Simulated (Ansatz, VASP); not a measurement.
Li2O: VASP beside Ansatz

```
Li O
1.0
     0.00000    2.30500    2.29732
     2.30500    0.00000    2.29732
     2.30500    2.30500    0.00000
Li O
2 1
Direct
  0.25000 0.25000 0.25000
  0.75000 0.75000 0.75000
  0.00000 0.00000 0.00000
```

Alike in both runs: task single point; functional PBE; k mesh 7 × 7 × 7; occupations gaussian, width 0.02 eV; no spin polarisation.

```csv
,VASP,Ansatz
version,VASP 6.6.1,Ansatz 0.2.0
potentials or method,"VASP PAW PBE potentials, release 64 (Li_sv, O), cutoff 750 eV","plane waves, PAW"
valence electrons in the cell,12,12
```

```csv
,VASP,Ansatz,Ansatz less VASP
pressure (GPa),0.8,1.1,+0.31
"traceless stress, the component that is largest in VASP (GPa)",0.41,0.42,+0.001
```
